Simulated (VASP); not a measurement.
# CuRe12 (a cell with a defect): single point with PBEsol

Crystal: CuRe12 (a cell with a defect).

```
CELL_PARAMETERS angstrom
5.52000 0.00000 0.00000
-4.14000 7.17069 0.00000
0.00000 0.00000 4.45740
ATOMIC_POSITIONS crystal
Re 0.99432 0.99827 0.02894
Re 0.17132 0.20645 0.47088
Re 0.94736 0.28544 0.96579
Re 0.19850 0.58805 0.46146
Re 0.95009 0.64860 0.99836
Re 0.07904 0.84183 0.51801
Re 0.46753 0.93280 0.13672
Re 0.74564 0.30556 0.42965
Re 0.46661 0.34688 0.98869
Re 0.63932 0.55897 0.48416
Re 0.51580 0.66655 0.95329
Re 0.70450 0.94818 0.58182
Cu 0.44419 0.10304 0.77202
```

```json
{
 "Program": "VASP 6.6.1",
 "Task": "single point",
 "Functional": "PBEsol",
 "Potentials or basis": "VASP PAW PBE potentials, release 64 (Re, Cu)",
 "Cutoff": "520 eV",
 "k mesh": "2 × 2 × 2",
 "Occupations": "fermi-dirac, width 0.15 eV",
 "Spin": "no spin polarisation",
 "Dipole correction": "no",
 "Further INCAR settings": "ALGO = Normal; EDIFF = 1e-07; NBANDS = 60"
}
```

```
Pressure      : 42.4 GPa
Largest force : 3.509 eV/Å
```

Forces in eV/Å, atoms in the order of the input:
```
Re   0.974 -2.200  1.215
Re  -0.150  3.182  0.261
Re   0.070  1.885 -1.583
Re   1.198 -1.362  0.882
Re   3.033  0.025 -0.787
Re   0.671  2.392  0.224
Re  -0.214 -0.419  0.219
Re   1.029 -1.065 -0.655
Re  -0.678  0.962  1.447
Re  -2.088  0.283 -0.651
Re  -3.203 -0.364  1.386
Re  -1.061 -1.491 -0.057
Cu   0.419 -1.829 -1.902
```

Stress tensor (GPa, compression positive):
```
40.89 -0.54  0.57
-0.54 41.38 -0.44
 0.57 -0.44 45.05
```

Levels at points of the mesh, in eV from the Fermi level:
```tsv
k point	band 43	band 44	band 45	band 46	band 47	band 48	band 49	band 50	band 51	band 52
(0.00, 0.00, 0.00)	-0.98	-0.69	-0.52	-0.42	-0.15	-0.12	0.07	0.47	0.60	0.99
(0.50, 0.00, 0.00)	-1.01	-0.92	-0.69	-0.47	-0.30	0.01	0.10	0.22	0.38	0.81
(0.00, 0.50, 0.00)	-1.00	-0.90	-0.65	-0.51	-0.35	-0.14	-0.03	0.17	0.33	0.81
(0.50, 0.50, 0.00)	-0.97	-0.81	-0.71	-0.36	-0.23	-0.17	0.09	0.20	0.56	0.83
(0.00, 0.00, 0.50)	-0.75	-0.41	-0.26	-0.21	-0.02	0.17	0.37	0.62	0.78	0.96
(0.50, 0.00, 0.50)	-1.19	-0.83	-0.66	-0.43	-0.27	0.05	0.29	0.45	0.66	1.00
(0.00, 0.50, 0.50)	-0.74	-0.66	-0.37	-0.13	-0.07	0.28	0.38	0.51	0.64	1.02
(0.50, 0.50, 0.50)	-1.13	-0.80	-0.58	-0.54	-0.40	0.07	0.32	0.38	0.84	0.98
```

Wall time 6 min on 1 thread of Intel(R) Xeon(R) Platinum 8375C CPU @ 2.90GHz (Ice Lake), with other jobs on the host, peak memory 0.33 GiB.

Caveat: the k points lie up to 0.70 Å⁻¹ apart; the PAW data sets were made with another functional, which shifts forces and pressure a little; spin-orbit coupling is left out, which moves the levels of the heavy elements.
